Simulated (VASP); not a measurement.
## H3C5: single point with PBE+D3(BJ)

The system is H3C5, a slab with vacuum.

```
CELL_PARAMETERS angstrom
5.04874 0.00000 0.00000
0.00000 5.04874 0.00000
0.00000 0.00000 18.13556
ATOMIC_POSITIONS crystal
H 0.42779 0.00000 0.05514
H 0.07222 0.00000 0.05514
H 0.92780 0.00000 0.05514
H 0.57222 0.00000 0.05514
H 0.42779 0.50001 0.05514
H 0.07222 0.50001 0.05514
H 0.92780 0.50001 0.05514
H 0.57222 0.50001 0.05514
H 0.74478 0.94674 0.33722
H 0.26234 0.56901 0.33297
H 0.96444 0.31022 0.36258
H 0.66636 0.45823 0.34091
C 0.25000 0.00000 0.09014
C 0.75001 0.00000 0.09014
C 0.25000 0.50001 0.09014
C 0.75001 0.50001 0.09014
C 0.25000 0.25000 0.13935
C 0.75001 0.25000 0.13935
C 0.25000 0.75001 0.13935
C 0.75001 0.75001 0.13935
C 0.99220 0.24396 0.18989
C 0.50559 0.27361 0.18562
C 0.01165 0.74916 0.19596
C 0.51207 0.76128 0.19431
C 0.00693 0.01369 0.23913
C 0.50197 0.03609 0.23991
C 0.00046 0.48454 0.24301
C 0.48269 0.51205 0.23403
C 0.25874 0.08741 0.28512
C 0.74632 0.07737 0.29165
C 0.26040 0.43132 0.28145
C 0.83902 0.35052 0.31089
```

```json
{
  "Program": "VASP 6.6.1",
  "Task": "single point",
  "Functional": "PBE",
  "Dispersion": "D3(BJ)",
  "Potentials or basis": "VASP PAW PBE potentials, release 64 (H, C)",
  "Cutoff": "520 eV",
  "k mesh": "2 × 2 × 1",
  "Occupations": "fermi-dirac, width 0.05 eV",
  "Spin": "no spin polarisation"
}
```

```
Largest force              : 8.827 eV/Å
Band gap on the k mesh     : 0.15 eV (least direct gap 0.16 eV)
Dispersion energy per atom : -0.104 eV
```

Forces on the atoms (eV/Å):
```
H   -8.754 -0.083 -0.016
H    8.642  0.001 -0.010
H   -8.765  0.026 -0.065
H    8.827 -0.059 -0.040
H   -8.695  0.016 -0.049
H    8.567  0.125 -0.094
H   -8.714  0.153 -0.149
H    8.741 -0.004 -0.068
H   -0.141 -0.736  1.094
H   -0.090 -1.349 -0.751
H   -0.021  0.561 -1.322
H    1.356 -0.266 -0.980
C    0.059 -0.106  1.936
C   -0.043 -0.162  1.642
C   -0.139  0.122  1.882
C    0.426  0.190  1.601
C   -0.867  0.566 -1.880
C    0.226  0.683 -2.251
C   -0.089  0.089  0.176
C    0.919  0.418  0.426
C    1.276  1.757 -2.213
C    0.131 -1.607  0.763
C   -1.890  0.228 -0.865
C   -0.769  0.524 -0.347
C   -0.101 -1.042  2.362
C    0.382 -0.594  0.912
C   -0.017 -1.280 -0.301
C   -0.790 -1.151 -1.584
C   -0.238  1.246 -1.427
C    1.900 -1.065 -3.611
C    1.993  0.927  1.851
C   -3.323  1.869  3.377
```

Levels at points of the mesh, in eV from the valence-band top:
```tsv
k point	band 42	band 43	band 44	band 45	band 46	band 47	band 48	band 49	band 50	band 51
(0.00, 0.00, 0.00)	-2.65	-2.12	-0.95	-0.58	-0.13	1.31	1.73	2.99	3.60	3.63
(0.50, 0.00, 0.00)	-2.77	-2.60	-2.45	-2.42	-0.10	0.16	2.95	3.03	4.03	4.11
(0.00, 0.50, 0.00)	-3.06	-2.10	-0.85	-0.36	0.00	1.21	2.72	2.73	3.56	3.71
(0.50, 0.50, 0.00)	-3.22	-3.16	-2.89	-2.73	-0.01	0.15	3.78	3.82	3.83	3.84
```

Run time: 10 min on 1 thread of Intel Xeon 8259CL, on a shared host, peak memory 0.53 GiB.

Caveat: the k points lie up to 0.62 Å⁻¹ apart; the atoms stand as in a frame of molecular dynamics.
